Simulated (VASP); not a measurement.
# Fe4CoCu11 (P1) in VASP: single point with PBE

Aim: the single point of Fe4CoCu11 with PBE.

Program: VASP 6.6.1. These are calculated values, not measurements. Logs are shortened: lines on timing, memory, paths and dates and some standing lists are left out, and cuts for length are marked.

### 1 The cell of the first run

The typed cell holds 16 atoms: a = 5.231 Å, b = 7.060 Å, c = 5.187 Å, α = 89.91°, β = 89.76°, γ = 90.20°.

### 2 Single point, PBE, collinear spin, ferromagnetic start

Contents of INCAR:

```
ALGO     = Normal         # electronic algorithm
EDIFF    = 1E-6           # SCF threshold, eV
ENCUT    = 520            # plane-wave cutoff, eV
GGA      = PE             # functional
ISIF     = 2              # what is computed and relaxed
ISMEAR   = 0              # smearing method
ISPIN    = 2              # spin polarisation
ISYM     = 0            
LASPH    = True           # aspherical terms in the spheres
LCHARG   = True           # write CHGCAR
LELF     = True           # ELF
LMAXMIX  = 4              # l up to which the mixer works
LORBIT   = 11             # projections on sites
LREAL    = Auto         
LVHAR    = True         
LWAVE    = False          # write WAVECAR
MAGMOM   = 4 4 4 4 3 0 0 0 0 0 0 0 0 0 0 0 # initial moments
NBANDS   = 99             # bands
NELM     = 150            # most SCF steps
PREC     = Accurate       # precision mode
SIGMA    = 0.1            # smearing width, eV
```

Contents of KPOINTS:

```
Automatic mesh
0
Gamma
  2 2 2
  0.5 0.5 0.5
```

Contents of POSCAR:

```
Fe4CoCu11
1.0
    5.2310418027     -0.0106845304      0.0111003311
   -0.0106845304      7.0603506330      0.0045695237
    0.0111003311      0.0045695237      5.1867489434
Fe Co Cu
4 1 11
Direct
    0.9910837647      0.9976723455      0.0087965121
    0.7516992695      0.2516932225      0.2503248684
    0.5123068377      0.5055286597      0.4918982119
    0.7517017657      0.7515996889      0.7503154805
    0.7517403186      0.7515738197      0.2503068383
    0.4965470355      0.0005981656      1.0012869267
    1.0009046211      0.5018001724      0.0016191868
    0.0017509093      0.0025745586      0.5040013732
    0.2516981379      0.2515797735      0.2503637678
    0.5016656035      0.5006294295     -0.0033303104
    0.5026708912      0.0014523873      0.4990411784
    0.0070556216      0.5026856092      0.4993721537
    0.2518124481      0.7516365331      0.2503360265
    0.2516996776      0.2515875345      0.7503717623
    0.7517239067      0.2516453983      0.7503486833
    0.2517426009      0.7516279956      0.7503273204
```

Potentials or basis: VASP PAW PBE potentials, release 64 (Fe, Co, Cu).

On the command line:

```
$ cat potpaw_PBE.64/Fe/POTCAR potpaw_PBE.64/Co/POTCAR potpaw_PBE.64/Cu/POTCAR > POTCAR
$ mpirun -np 1 vasp_std > vasp.out
```

OUTCAR:

```text
EDIFF = 1E-6
   ENCUT = 520
   GGA = PE
   ISIF = 2
   ISMEAR = 0
   ISPIN = 2
   ISYM = 0
   LASPH = True
   LORBIT = 11
   LREAL = Auto
   NELM = 150
   PREC = Accurate

 ion  position               nearest neighbor table
   1  0.991  0.998  0.009-   5 2.47   2 2.52   4 2.53  13 2.54  15 2.57   8 2.57   9 2.58  16 2.59
                             6 2.59  14 2.61   8 2.62   6 2.64
   2  0.752  0.252  0.250-   3 2.52   1 2.52   7 2.54  11 2.54  10 2.56   8 2.56   6 2.57  12 2.57
                            15 2.59  15 2.59   9 2.62   9 2.62
   3  0.512  0.506  0.492-   5 2.47   2 2.52   4 2.53  13 2.54  15 2.57  10 2.57   9 2.58  16 2.58
                            12 2.59  14 2.61  10 2.62  12 2.64
   4  0.752  0.752  0.750-   3 2.53   1 2.53   8 2.54  10 2.54  11 2.56   7 2.56   6 2.56  12 2.56
                             5 2.59   5 2.59  16 2.62  16 2.62
   5  0.752  0.752  0.250-   1 2.47   3 2.47   7 2.55  11 2.55  12 2.56   6 2.56  10 2.57   8 2.57
                             4 2.59   4 2.59  13 2.62  13 2.62
   6  0.497  0.001  0.001-  13 2.52  16 2.54   9 2.54  14 2.55   5 2.56   4 2.56  15 2.56   2 2.57
                            11 2.58   1 2.59  11 2.61   1 2.64
   7  0.001  0.502  0.002-   2 2.54   5 2.55  16 2.55  13 2.55  15 2.55   9 2.56   4 2.56  14 2.56
                            12 2.58  12 2.61  10 2.61  10 2.62
   8  0.002  0.003  0.504-  14 2.54  15 2.54   4 2.54   9 2.55  16 2.55   2 2.56   5 2.57  13 2.57
                             1 2.57  11 2.61   1 2.62  11 2.62
   9  0.252  0.252  0.250-  12 2.54   6 2.54   8 2.55  10 2.55  11 2.56   7 2.56   1 2.58   3 2.58
                            14 2.59  14 2.59   2 2.62   2 2.62
  10  0.502  0.501  0.997-  14 2.54  15 2.54   4 2.54   9 2.55  16 2.55   2 2.56   5 2.57  13 2.57
                             3 2.57   7 2.61   3 2.62   7 2.62
  11  0.503  0.001  0.499-   2 2.54   5 2.55  16 2.55  13 2.55  15 2.55   9 2.56   4 2.56  14 2.56
                             6 2.58   6 2.61   8 2.61   8 2.62
  12  0.007  0.503  0.499-  13 2.52  16 2.54   9 2.54  14 2.55   5 2.56   4 2.56  15 2.57   2 2.57
                             7 2.58   3 2.59   7 2.61   3 2.64
  13  0.252  0.752  0.250-  12 2.52   6 2.52   3 2.54   1 2.54  11 2.55   7 2.55  10 2.57   8 2.57
                            16 2.59  16 2.59   5 2.62   5 2.62
  14  0.252  0.252  0.750-  10 2.54   8 2.54   6 2.55  12 2.55   7 2.56  11 2.56   9 2.59   9 2.59
                             1 2.61   3 2.61  15 2.62  15 2.62
  15  0.752  0.252  0.750-  10 2.54   8 2.54  11 2.55   7 2.55   6 2.56  12 2.57   3 2.57   1 2.57
                             2 2.59   2 2.59  14 2.62  14 2.62
  16  0.252  0.752  0.750-  12 2.54   6 2.54   7 2.55  11 2.55   8 2.55  10 2.55   3 2.58   1 2.59
                            13 2.59  13 2.59   4 2.62   4 2.62

IMPORTANT INFORMATION: All symmetrisations will be switched off!
NOSYMM: (Re-)initialisation of all symmetry stuff for point group C_1.

----------------------------------------------------------------------------------------

                                     Primitive cell

  volume of cell :     191.5606

  direct lattice vectors                    reciprocal lattice vectors
[... 153 lines left out ...]
  band No.  band energies     occupation
      1      -1.0583      1.00000
      2       0.3598      1.00000
      3       1.3148      1.00000
      4       1.3868      1.00000
      5       1.9015      1.00000
      6       1.9250      1.00000
[... 373 lines left out ...]
     92       9.6191      0.00000
     93       9.7616      0.00000
 Fermi energy:         7.0396785107

 spin component 2

 k-point     1 :       0.2500    0.2500    0.2500
  band No.  band energies     occupation
      1      -0.9790      1.00000
      2       0.4427      1.00000
      3       1.4439      1.00000
      4       1.5727      1.00000
      5       2.1524      1.00000
      6       2.2007      1.00000
[... 373 lines left out ...]
     92      10.2046      0.00000
     93      10.3108      0.00000
 [bands above 93 left out]

------------------------ aborting loop because EDIFF is reached ----------------------------------------

  FORCE on cell =-STRESS in cart. coord.  units (eV):
  Direction    XX          YY          ZZ          XY          YZ          ZX
  --------------------------------------------------------------------------------------
  -------------------------------------------------------------------------------------
  Total        0.5626813      0.4349318      0.6038055     -0.0299426     -0.0272752      0.0232194
  in kB        4.7061625      3.6376896      5.0501183     -0.2504341     -0.2281251      0.1942025
  external PRESSURE =       4.4646568 kB  Pullay stress =       0.0000000 kB

 VOLUME and BASIS-vectors are now :
 -----------------------------------------------------------------------------
  energy-cutoff  :      520.00
  volume of cell :      191.56
      direct lattice vectors                 reciprocal lattice vectors
     5.231041803 -0.010684530  0.011100331     0.191167969  0.000289562 -0.000409380
    -0.010684530  7.060350633  0.004569524     0.000289562  0.141636545 -0.000125401
     0.011100331  0.004569524  5.186748943    -0.000409380 -0.000125401  0.192799985

 POSITION                                       TOTAL-FORCE (eV/Angst)
 -----------------------------------------------------------------------------------
      5.17384      7.03337      0.06119        -0.032392     -0.013720      0.013214
      3.93226      1.77015      1.30787         0.001950     -0.000999      0.001634
      2.67996      3.56598      2.55935         0.035435      0.014140     -0.013976
      3.93248      5.30195      3.90348         0.001664      0.000927      0.000367
      3.92713      5.29949      1.31006         0.000905      0.002041      0.000753
      2.59747     -0.00108      0.01219         0.007697     -0.003378      0.002656
[... 8 lines left out ...]
      3.93794      1.77210      3.90136         0.000450     -0.001146     -0.000998
      1.31717      5.30750      3.89799        -0.000511      0.000506      0.000725
 -----------------------------------------------------------------------------------
    total drift:                               -0.003850     -0.008785     -0.000809

  FREE ENERGIE OF THE ION-ELECTRON SYSTEM (eV)
  ---------------------------------------------------
  free  energy   TOTEN  =       -79.6849426526 eV

  energy  without entropy=      -79.6412937583  energy(sigma->0) =      -79.66311821

 total charge

# of ion       s       p       d       tot
------------------------------------------
    1        0.456   0.448   6.137   7.041
    2        0.442   0.444   6.150   7.035
    3        0.456   0.448   6.137   7.041
    4        0.449   0.450   6.147   7.047
    5        0.446   0.437   7.242   8.124
    6        0.471   0.412   9.141  10.025
[... 8 lines left out ...]
   15        0.463   0.408   9.146  10.017
   16        0.465   0.406   9.148  10.019
--------------------------------------------------
tot          7.353   6.668 132.451 146.472

 magnetization (x)

# of ion       s       p       d       tot
------------------------------------------
    1        0.008   0.013   2.809   2.830
    2        0.021   0.009   2.792   2.822
    3        0.008   0.013   2.809   2.830
    4        0.018   0.006   2.814   2.837
    5        0.006  -0.010   1.754   1.751
    6       -0.009  -0.025   0.133   0.098
[... 8 lines left out ...]
   15       -0.006  -0.022   0.112   0.084
   16       -0.010  -0.018   0.102   0.074
--------------------------------------------------
tot         -0.003  -0.167  14.162  13.992
```

OSZICAR:

```text
N       E                     dE             d eps       ncg     rms          rms(c)
DAV:   1     0.165454136971E+04    0.16545E+04   -0.66043E+04  1608   0.270E+03
[... 15 lines left out ...]
DAV:  17    -0.796861060561E+02    0.47169E-03   -0.68258E-03  1760   0.123E+00    0.439E-01
DAV:  18    -0.796849712741E+02    0.11348E-02   -0.30591E-03  1760   0.106E+00    0.112E-01
DAV:  19    -0.796849718859E+02   -0.61178E-06   -0.17110E-03  2144   0.562E-01    0.875E-02
DAV:  20    -0.796849707106E+02    0.11752E-05   -0.34099E-04  1689   0.394E-01    0.741E-02
DAV:  21    -0.796849482417E+02    0.22469E-04   -0.70992E-05  2128   0.178E-01    0.480E-02
DAV:  22    -0.796849435180E+02    0.47237E-05   -0.28576E-05  2026   0.686E-02    0.209E-02
DAV:  23    -0.796849426526E+02    0.86543E-06   -0.92986E-06  1896   0.470E-02
   1 F= -.79684943E+02 E0= -.79663118E+02  d E =-.436489E-01  mag=    14.0003
```

stdout:

```text
POSCAR found type information on POSCAR FeCoCu
 POSCAR found :  3 types and      16 ions
 scaLAPACK will be used
 LDA part: xc-table for (Slater+PW92), standard interpolation
 POSCAR, INCAR and KPOINTS ok, starting setup
 FFT: planning ... GRIDC
 FFT: planning ... GRID_SOFT
 FFT: planning ... GRID
 WAVECAR not read
 entering main loop
```

Wall time 8.5 min (1 thread of Intel Xeon 6975P-C (Granite Rapids), shared host); peak memory 0.4 GiB.

Results:

- Free energy: -79.6849 eV
- Pressure: 0.4 GPa
- Largest force: 0.041 eV/Å
- Net moment: 14.00 μB per cell
- Site moments: Fe +2.83, +2.82, +2.84 (each value once); Co +1.75; Cu +0.10, +0.07, +0.08 (each value once) μB
- Valence electrons inside the program's atomic spheres: Fe 7.04, 7.05 (each value once); Co 8.12; Cu 10.03, 10.01, 10.02, 9.99 (each value once)

Forces on the atoms (eV/Å):
```
Fe  -0.032 -0.014  0.013
Fe   0.002 -0.001  0.002
Fe   0.035  0.014 -0.014
Fe   0.002  0.001  0.000
Co   0.001  0.002  0.001
Cu   0.008 -0.003  0.003
Cu   0.000  0.003  0.003
Cu   0.003 -0.002 -0.004
Cu   0.000  0.000  0.000
Cu  -0.003  0.003  0.004
Cu  -0.002 -0.003 -0.003
Cu  -0.010  0.002 -0.002
Cu  -0.002  0.000  0.000
Cu   0.000 -0.001 -0.001
Cu   0.000 -0.001 -0.001
Cu  -0.001  0.001  0.001
```

Stress tensor (GPa, compression positive):
```
 0.47 -0.03  0.02
-0.03  0.36 -0.02
 0.02 -0.02  0.51
```

Caveat: the k points lie up to 0.61 Å⁻¹ apart.
